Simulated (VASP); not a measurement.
# SiC (P6_3mc) in VASP: notebook

The runs below take SiC through single point, with r2SCAN.

All numbers are computed with VASP 6.6.1; they aren't measurements. Logs are shortened: lines on timing, memory, paths and dates and some standing lists are left out, and cuts for length are marked.

### Step 1. The cell of the first run

It takes space group P6_3mc (No. 186, hexagonal). Conventional cell: a = 2.895 Å, b = 2.895 Å, c = 14.192 Å, α = 90.00°, β = 90.00°, γ = 120.00°. Within 2.4 Å of Si (site symmetry 3m) lie 4 C at 1.77 to 1.78 Å. Si (site symmetry 3m) has 4 C at 1.77 to 1.78 Å within 2.4 Å. Within 2.4 Å of Si (site symmetry 3m) lie 4 C at 1.77 to 1.78 Å. C (site symmetry 3m) has 4 Si at 1.77 to 1.78 Å within 2.4 Å. Within 2.4 Å of C (site symmetry 3m) lie 4 Si at 1.77 to 1.78 Å. C (site symmetry 3m) has 4 Si at 1.77 to 1.78 Å within 2.4 Å.

### Step 2. Single point, r2SCAN

Input file POSCAR:

```
SiC
1.0
    2.8949262772      0.0000000000      0.0000000000
   -1.4474631386      2.5070796982      0.0000000000
    0.0000000000      0.0000000000     14.1915137804
Si C
6 6
Direct
    0.0000000000      0.0000000000      0.0000498872
    0.3333333333      0.6666666667      0.1665912444
    0.6666666667      0.3333333333      0.3331469483
    0.0000000000      0.0000000000      0.5000498872
    0.6666666667      0.3333333333      0.6665912444
    0.3333333333      0.6666666667      0.8331469483
    0.0000000000      0.0000000000      0.1253156742
    0.3333333333      0.6666666667      0.2916729401
    0.6666666667      0.3333333333      0.4582233059
    0.0000000000      0.0000000000      0.6253156742
    0.6666666667      0.3333333333      0.7916729401
    0.3333333333      0.6666666667      0.9582233059
```

Input file INCAR.step1:

```
PREC = Accurate
ENCUT = 660
ISMEAR = 0
SIGMA = 0.01
LREAL = False
LASPH = True
NELM = 120
NBANDS = 36
GGA = PE
ALGO = Normal
EDIFF = 1E-5
LWAVE = True
LCHARG = False
GGA_COMPAT = False
```

Input file INCAR.step2:

```
PREC = Accurate
ENCUT = 660
EDIFF = 1E-6
ISMEAR = 0
SIGMA = 0.01
LREAL = False
LASPH = True
NELM = 120
ALGO = Normal
ISIF = 2
LWAVE = False
LCHARG = True
METAGGA = R2SCAN
LMIXTAU = True
LELF = True
LVHAR = True
NBANDS = 36
ISTART = 1
GGA_COMPAT = False
```

Input file KPOINTS:

```
regular mesh
0
Gamma
  8 8 2
```

Potentials or basis: VASP PAW PBE potentials, release 64 (Si, C).

The run is started by

```sh
$ cat potpaw_PBE.64/Si/POTCAR potpaw_PBE.64/C/POTCAR > POTCAR
$ cp INCAR.step1 INCAR
$ mpirun -np 1 vasp_std > vasp.out
$ cp INCAR.step2 INCAR
$ mpirun -np 1 vasp_std > vasp.out
```

OUTCAR:

```text
PREC = Accurate
   ENCUT = 660
   EDIFF = 1E-6
   ISMEAR = 0
   LREAL = False
   LASPH = True
   NELM = 120
   ISIF = 2
   METAGGA = R2SCAN
   ISTART = 1

 ion  position               nearest neighbor table
   1  0.000  0.000  0.000-  12 1.77  12 1.77  12 1.77   7 1.78   2 2.89   2 2.89   2 2.89   6 2.90
                             6 2.90   6 2.90
   2  0.333  0.667  0.167-   7 1.77   7 1.77   7 1.77   8 1.78   1 2.89   1 2.89   1 2.89   3 2.89
                             3 2.89   3 2.89
   3  0.667  0.333  0.333-   8 1.77   8 1.77   8 1.77   9 1.78   2 2.89   2 2.89   2 2.89   4 2.90
                             4 2.90   4 2.90
   4  0.000  0.000  0.500-   9 1.77   9 1.77   9 1.77  10 1.78   5 2.89   5 2.89   5 2.89   3 2.90
                             3 2.90   3 2.90
   5  0.667  0.333  0.667-  10 1.77  10 1.77  10 1.77  11 1.78   4 2.89   4 2.89   4 2.89   6 2.89
                             6 2.89   6 2.89
   6  0.333  0.667  0.833-  11 1.77  11 1.77  11 1.77  12 1.78   5 2.89   5 2.89   5 2.89   1 2.90
                             1 2.90   1 2.90
   7  0.000  0.000  0.125-   2 1.77   2 1.77   2 1.77   1 1.78
   8  0.333  0.667  0.292-   3 1.77   3 1.77   3 1.77   2 1.78
   9  0.667  0.333  0.458-   4 1.77   4 1.77   4 1.77   3 1.78
  10  0.000  0.000  0.625-   5 1.77   5 1.77   5 1.77   4 1.78
  11  0.667  0.333  0.792-   6 1.77   6 1.77   6 1.77   5 1.78
  12  0.333  0.667  0.958-   1 1.77   1 1.77   1 1.77   6 1.78

  LATTYP: Found a hexagonal cell.
 ALAT       =     2.8949262772
 C/A-ratio  =     4.9022021363

  Lattice vectors:

 A1 = (   2.8949262772,   0.0000000000,   0.0000000000)
 A2 = (  -1.4474631386,   2.5070796982,   0.0000000000)
 A3 = (   0.0000000000,   0.0000000000,  14.1915137804)

Analysis of symmetry for initial positions (statically):
=====================================================================
 Subroutine PRICEL returns:
 Original cell was already a primitive cell.

 Routine SETGRP: Setting up the symmetry group for a
 hexagonal supercell.

 Subroutine GETGRP returns: Found 12 space group operations
 (whereof  6 operations were pure point group operations)
 out of a pool of 24 trial point group operations.

The static configuration has the point symmetry C_3v.
 The point group associated with its full space group is C_6v.

Analysis of symmetry for dynamics (positions and initial velocities):
=====================================================================
 Subroutine PRICEL returns:
[... 136 lines left out ...]
   NELECT =      48.0000    total number of electrons
   NUPDOWN=      -1.0000    fix difference up-down
   EMIN   =  10.00;   EMAX   =-10.00  energy-range for DOS
   EFERMI =   0.00;   METHOD = LEGACY
   ISMEAR =     0;   SIGMA  =   0.01  broadening in eV -4-tet -1-fermi 0-gaus
   EFERMI_NEDOS =   21; number of points for ismear=-14 and -15
   IALGO  =     38    algorithm
   IMIX   =      4    mixing-type and parameters
     AMIX     =   0.40;   BMIX     =  1.00
     AMIX_MAG =   1.60;   BMIX_MAG =  1.00
  volume/ion in A,a.u.               =       8.58        57.92
  Fermi-wavevector in a.u.,A,eV,Ry     =   1.269240  2.398516 21.918584  1.610970
  Thomas-Fermi vector in A             =   2.402292
   LORBIT       =      0    0 simple, 1 ext, 2 COOP (PROOUT), +10 PAW based schemes
   METAGGA = R2SCAN    functional components
   LHFCALC =     F    Hartree Fock is set to
   AEXX    =    0.0000 exact exchange contribution
   IVDW    =     0    specifies the selected vdW correction
   LEPSILON=     F    determine dielectric tensor
   LRPA    =     F    only Hartree local field effects (RPA)
 non-spin polarized calculation
 Gauss-broadening in eV      SIGMA  =   0.01
  energy-cutoff  :      660.00
  volume of cell :      103.00
 maximum number of plane-waves:      4012
   NGX = 13   NGY = 13   NGZ = 59

 number of electron      48.0000000 magnetization

 Free energy of the ion-electron system (eV)
  ---------------------------------------------------
  ext. energy  EPLUGINS =         0.00000000
  ---------------------------------------------------
  free energy    TOTEN  =      -112.63401595 eV

  energy without entropy =     -112.63401595  energy(sigma->0) =     -112.63401595

 E-fermi :  10.3254     XC(G=0): -12.7902

 val. band max:       10.2542266533   @ k =   0.0000   0.0000   0.0000
 cond. band min:      12.6449382943   @ k =   0.5000  -0.0000   0.0000
 fundamental gap:      2.3907116410
 Fermi energy:        10.3253557796

 k-point     1 :       0.0000    0.0000    0.0000
  band No.  band energies     occupation
      1      -7.5452      2.00000
      2      -6.9238      2.00000
      3      -6.8732      2.00000
      4      -5.0706      2.00000
      5      -5.0378      2.00000
      6      -3.1594      2.00000
[... 769 lines left out ...]
     35      21.2997      0.00000
     36      21.2997      0.00000

------------------------ aborting loop because EDIFF is reached ----------------------------------------

  FORCE on cell =-STRESS in cart. coord.  units (eV):
  Direction    XX          YY          ZZ          XY          YZ          ZX
  --------------------------------------------------------------------------------------
  -------------------------------------------------------------------------------------
  Total       38.1455254     38.1455254     38.1587515     -0.0000000      0.0000000      0.0000000
  in kB      593.3621118    593.3621118    593.5678473     -0.0000000      0.0000000      0.0000000
  external PRESSURE =     593.4306903 kB  Pullay stress =       0.0000000 kB

 VOLUME and BASIS-vectors are now :
 -----------------------------------------------------------------------------
  energy-cutoff  :      660.00
  volume of cell :      103.00
      direct lattice vectors                 reciprocal lattice vectors
     2.894926277  0.000000000  0.000000000     0.345431940  0.199435224  0.000000000
    -1.447463139  2.507079698  0.000000000     0.000000000  0.398870447  0.000000000
     0.000000000  0.000000000 14.191513780     0.000000000  0.000000000  0.070464646

 POSITION                                       TOTAL-FORCE (eV/Angst)
 -----------------------------------------------------------------------------------
      0.00000      0.00000      0.00071         0.000000     -0.000000     -0.002639
     -0.00000      1.67139      2.36418        -0.000000      0.000000      0.001129
      1.44746      0.83569      4.72786         0.000000     -0.000000      0.000509
      0.00000      0.00000      7.09646         0.000000     -0.000000     -0.002639
      1.44746      0.83569      9.45994         0.000000     -0.000000      0.001129
     -0.00000      1.67139     11.82362         0.000000     -0.000000      0.000509
      0.00000      0.00000      1.77842        -0.000000     -0.000000     -0.000067
     -0.00000      1.67139      4.13928         0.000000     -0.000000      0.000959
      1.44746      0.83569      6.50288        -0.000000      0.000000      0.000110
      0.00000      0.00000      8.87418         0.000000     -0.000000     -0.000067
      1.44746      0.83569     11.23504         0.000000      0.000000      0.000959
     -0.00000      1.67139     13.59864         0.000000     -0.000000      0.000110
 -----------------------------------------------------------------------------------
    total drift:                               -0.000000     -0.000000      0.002100

  FREE ENERGIE OF THE ION-ELECTRON SYSTEM (eV)
  ---------------------------------------------------
  free  energy   TOTEN  =      -112.6340159549 eV

  energy  without entropy=     -112.6340159549  energy(sigma->0) =     -112.63401595
```

Wall time 4.4 min (1 thread of AMD EPYC 9R45 (Zen 5), shared host); peak memory 0.28 GiB.

What came out:

```yaml
Free_energy: -112.6340 eV
Pressure: 59.3 GPa
Band_gap_on_the_k_mesh: 2.39 eV (least direct gap 3.57 eV)
```

Forces in eV/Å, atoms in the order of the input:
```
Si   0.000  0.000 -0.003
Si   0.000  0.000  0.001
Si   0.000  0.000  0.001
Si   0.000  0.000 -0.003
Si   0.000  0.000  0.001
Si   0.000  0.000  0.001
C    0.000  0.000  0.000
C    0.000  0.000  0.001
C    0.000  0.000  0.000
C    0.000  0.000  0.000
C    0.000  0.000  0.001
C    0.000  0.000  0.000
```

Caveat: the cell stands under pressure; the PAW data sets were made with another functional, which shifts forces and pressure a little. A k mesh can miss the band edges.

### Step 3. Single point, r2SCAN

This run uses another cell than the first one, of 9.02 Å³/atom.

Input file POSCAR:

```
SiC
1.0
    2.9430232931      0.0000000000      0.0000000000
   -1.4715116465      2.5487329357      0.0000000000
    0.0000000000      0.0000000000     14.4323037723
Si C
6 6
Direct
    0.0000000000      0.0000000000      0.0000312618
    0.3333333333      0.6666666667      0.1666296883
    0.6666666667      0.3333333333      0.3331624505
    0.0000000000      0.0000000000      0.5000312618
    0.6666666667      0.3333333333      0.6666296883
    0.3333333333      0.6666666667      0.8331624505
    0.0000000000      0.0000000000      0.1253041599
    0.3333333333      0.6666666667      0.2916724174
    0.6666666667      0.3333333333      0.4582000222
    0.0000000000      0.0000000000      0.6253041599
    0.6666666667      0.3333333333      0.7916724174
    0.3333333333      0.6666666667      0.9582000222
```

Input file INCAR.step1:

```
PREC = Accurate
ENCUT = 660
ISMEAR = 0
SIGMA = 0.01
LREAL = F
LASPH = T
NELM = 120
NBANDS = 36
GGA = PE
ALGO = Normal
EDIFF = 1E-5
LWAVE = T
LCHARG = F
GGA_COMPAT = F
```

Input file INCAR.step2:

```
PREC = Accurate
ENCUT = 660
EDIFF = 1E-6
ISMEAR = 0
SIGMA = 0.01
LREAL = F
LASPH = T
NELM = 120
ALGO = Normal
ISIF = 2
LWAVE = F
LCHARG = T
METAGGA = R2SCAN
LMIXTAU = T
LELF = T
LVHAR = T
NBANDS = 36
ISTART = 1
GGA_COMPAT = F
```

Input file KPOINTS:

```
Automatic mesh
0
Gamma
  8 8 2
```

Potentials or basis: VASP PAW PBE potentials, release 64 (Si, C).

The run is started by

```sh
$ cat potpaw_PBE.64/Si/POTCAR potpaw_PBE.64/C/POTCAR > POTCAR
$ cp INCAR.step1 INCAR
$ mpirun -np 1 vasp_std > vasp.out
$ cp INCAR.step2 INCAR
$ mpirun -np 1 vasp_std > vasp.out
```

It took 6.1 min on 1 thread of AMD EPYC 9R45 (Zen 5), shared host; peak memory 0.34 GiB.

Results (log left out):

```yaml
Free_energy: -114.2511 eV
Pressure: 39.4 GPa
Largest_force: 0.004 eV/Å
Band_gap_on_the_k_mesh: 2.40 eV (least direct gap 3.57 eV)
```

Forces in eV/Å, atoms in the order of the input:
```
Si   0.000  0.000 -0.004
Si   0.000  0.000 -0.001
Si   0.000  0.000 -0.001
Si   0.000  0.000 -0.004
Si   0.000  0.000 -0.001
Si   0.000  0.000 -0.001
C    0.000  0.000  0.002
C    0.000  0.000  0.002
C    0.000  0.000  0.001
C    0.000  0.000  0.002
C    0.000  0.000  0.002
C    0.000  0.000  0.001
```

Levels at points of the mesh, in eV from the valence-band top:
| k point | band 21 | band 22 | band 23 | band 24 | band 25 | band 26 | band 27 | band 28 |
| --- | --- | --- | --- | --- | --- | --- | --- | --- |
| (0.00, 0.00, 0.00) | -0.32 | -0.03 | 0.00 | 0.00 | 7.07 | 7.23 | 7.70 | 8.18 |
| (0.50, 0.00, 0.00) | -2.01 | -1.98 | -1.82 | -1.18 | 2.40 | 2.69 | 3.96 | 4.61 |
| (0.00, 0.00, 0.50) | -0.10 | -0.10 | -0.10 | -0.10 | 7.13 | 7.13 | 7.91 | 7.91 |
| (0.50, 0.00, 0.50) | -1.87 | -1.87 | -1.42 | -1.42 | 2.50 | 2.50 | 4.16 | 4.16 |

Caveat: the cell stands under pressure; the PAW data sets were made with another functional, which shifts forces and pressure a little. A k mesh can miss the band edges.

### Step 4. Single point, r2SCAN

This run uses another cell than the first one, of 9.58 Å³/atom.

Input file POSCAR:

```
SiC
1.0
    3.0019264992      0.0000000000      0.0000000000
   -1.5009632496      2.5997446086      0.0000000000
    0.0000000000      0.0000000000     14.7262121276
Si C
6 6
Direct
    0.0000000000      0.0000000000      0.0000035003
    0.3333333333      0.6666666667      0.1666644237
    0.6666666667      0.3333333333      0.3331733798
    0.0000000000      0.0000000000      0.5000035003
    0.6666666667      0.3333333333      0.6666644237
    0.3333333333      0.6666666667      0.8331733798
    0.0000000000      0.0000000000      0.1253043333
    0.3333333333      0.6666666667      0.2916766879
    0.6666666667      0.3333333333      0.4581776751
    0.0000000000      0.0000000000      0.6253043333
    0.6666666667      0.3333333333      0.7916766879
    0.3333333333      0.6666666667      0.9581776751
```

Input file INCAR.step1:

```
SYSTEM = SiC
PREC = Accurate ; ENCUT = 660
ISMEAR = 0 ; SIGMA = 0.01
LREAL = .FALSE. ; LASPH = .TRUE.
NELM = 120 ; NBANDS = 36
GGA = PE ; ALGO = Normal
EDIFF = 1E-5 ; LWAVE = .TRUE.
LCHARG = .FALSE. ; GGA_COMPAT = .FALSE.
```

Input file INCAR.step2:

```
SYSTEM = SiC
PREC = Accurate ; ENCUT = 660
EDIFF = 1E-6 ; ISMEAR = 0
SIGMA = 0.01 ; LREAL = .FALSE.
LASPH = .TRUE. ; NELM = 120
ALGO = Normal ; ISIF = 2
LWAVE = .FALSE. ; LCHARG = .TRUE.
METAGGA = R2SCAN ; LMIXTAU = .TRUE.
LELF = .TRUE. ; LVHAR = .TRUE.
NBANDS = 36 ; ISTART = 1
GGA_COMPAT = .FALSE.
```

Input file KPOINTS:

```
Automatic mesh
0
G
  8 8 2
  0 0 0
```

The run is started by

```sh
$ cat potpaw_PBE.64/Si/POTCAR potpaw_PBE.64/C/POTCAR > POTCAR
$ cp INCAR.step1 INCAR
$ mpirun -np 1 vasp_std > vasp.out
$ cp INCAR.step2 INCAR
$ mpirun -np 1 vasp_std > vasp.out
```

It took 6.4 min on 1 thread of AMD EPYC 9R45 (Zen 5), shared host; peak memory 0.34 GiB.

Results (log left out):

```
Free energy            : -115.4694 eV
Pressure               : 19.5 GPa
Largest force          : 0.003 eV/Å
Band gap on the k mesh : 2.40 eV (least direct gap 3.57 eV)
```

Forces on the atoms (eV/Å):
```
Si   0.000  0.000 -0.003
Si   0.000  0.000  0.000
Si   0.000  0.000  0.000
Si   0.000  0.000 -0.003
Si   0.000  0.000  0.000
Si   0.000  0.000  0.000
C    0.000  0.000  0.001
C    0.000  0.000  0.001
C    0.000  0.000  0.001
C    0.000  0.000  0.001
C    0.000  0.000  0.001
C    0.000  0.000  0.001
```

Levels at points of the mesh, in eV from the valence-band top:
```csv
k point,band 21,band 22,band 23,band 24,band 25,band 26,band 27,band 28
"(0.00, 0.00, 0.00)",-0.32,-0.03,0.00,0.00,6.48,6.65,7.09,7.59
"(0.50, 0.00, 0.00)",-1.96,-1.93,-1.77,-1.17,2.40,2.66,3.83,4.50
"(0.00, 0.00, 0.50)",-0.10,-0.10,-0.10,-0.10,6.55,6.55,7.32,7.32
"(0.50, 0.00, 0.50)",-1.84,-1.84,-1.40,-1.40,2.48,2.48,4.04,4.04
```

Caveat: the cell stands under pressure; the PAW data sets were made with another functional, which shifts forces and pressure a little.

### Step 5. Single point, r2SCAN

This run uses another cell than the first one, of 10.33 Å³/atom.

Input file POSCAR:

```
SiC
1.0
    3.0784853154      0.0000000000      0.0000000000
   -1.5392426577      2.6660464883      0.0000000000
    0.0000000000      0.0000000000     15.1062323733
Si C
6 6
Direct
    0.0000000000      0.0000000000     -0.0000380871
    0.3333333333      0.6666666667      0.1666965617
    0.6666666667      0.3333333333      0.3331794678
    0.0000000000      0.0000000000      0.4999619129
    0.6666666667      0.3333333333      0.6666965617
    0.3333333333      0.6666666667      0.8331794678
    0.0000000000      0.0000000000      0.1253193156
    0.3333333333      0.6666666667      0.2916868221
    0.6666666667      0.3333333333      0.4581559200
    0.0000000000      0.0000000000      0.6253193156
    0.6666666667      0.3333333333      0.7916868221
    0.3333333333      0.6666666667      0.9581559200
```

Input file INCAR.step1:

```
PREC = Accurate ; ENCUT = 660
ISMEAR = 0 ; SIGMA = 0.01
LREAL = False ; LASPH = True
NELM = 120 ; NBANDS = 36
GGA = PE ; ALGO = Normal
EDIFF = 1E-5 ; LWAVE = True
LCHARG = False ; GGA_COMPAT = False
```

Input file INCAR.step2:

```
PREC = Accurate ; ENCUT = 660
EDIFF = 1E-6 ; ISMEAR = 0
SIGMA = 0.01 ; LREAL = False
LASPH = True ; NELM = 120
ALGO = Normal ; ISIF = 2
LWAVE = False ; LCHARG = False
METAGGA = R2SCAN ; LMIXTAU = True
NBANDS = 36 ; ISTART = 1
GGA_COMPAT = False
```

Input file KPOINTS:

```
regular mesh
0
Gamma
  8 8 2
```

The run is started by

```sh
$ cat potpaw_PBE.64/Si/POTCAR potpaw_PBE.64/C/POTCAR > POTCAR
$ cp INCAR.step1 INCAR
$ mpirun -np 1 vasp_std > vasp.out
$ cp INCAR.step2 INCAR
$ mpirun -np 1 vasp_std > vasp.out
```

Wall time 6 min (1 thread of AMD EPYC 9R45 (Zen 5), shared host); peak memory 0.35 GiB.

The run converged. Its results:

| Quantity | Value |
| --- | --- |
| Free energy | -115.9888 eV |
| Pressure | -0.4 GPa |
| Band gap on the k mesh | 2.40 eV (least direct gap 3.56 eV) |

Levels at points of the mesh, in eV from the valence-band top:
```tsv
k point	band 22	band 23	band 24	band 25	band 26	band 27
(0.00, 0.00, 0.00)	-0.04	0.00	0.00	5.76	5.94	6.34
(0.50, 0.00, 0.00)	-1.87	-1.71	-1.16	2.40	2.62	3.67
(0.00, 0.00, 0.50)	-0.10	-0.10	-0.10	5.83	5.83	6.58
(0.50, 0.00, 0.50)	-1.79	-1.37	-1.37	2.46	2.46	3.89
```

Caveat: the PAW data sets were made with another functional, which shifts forces and pressure a little. A k mesh can miss the band edges.

### Step 6. Summary

```tsv
cell	gap on the mesh (eV)	pressure (GPa)
a = 2.895, b = 2.895, c = 14.192 Å, angles 90.0, 90.0, 120.0°, 12 atoms	2.39	59.3
a = 2.943, b = 2.943, c = 14.432 Å, angles 90.0, 90.0, 120.0°, 12 atoms	2.40	39.4
a = 3.002, b = 3.002, c = 14.726 Å, angles 90.0, 90.0, 120.0°, 12 atoms	2.40	19.5
a = 3.078, b = 3.078, c = 15.106 Å, angles 90.0, 90.0, 120.0°, 12 atoms	2.40	-0.4
```

Alike in all rows: task single point; level r2SCAN; potentials or basis VASP PAW PBE potentials, release 64 (Si, C); no spin polarisation; k mesh 8 × 8 × 2; cutoff (eV) 660; smearing gaussian 0.01 eV.

Caveats: the PAW data sets were made with another functional, which shifts forces and pressure a little; the cell stands under pressure (at least some runs).

Absolute energies hang on the potentials; compare differences alone.
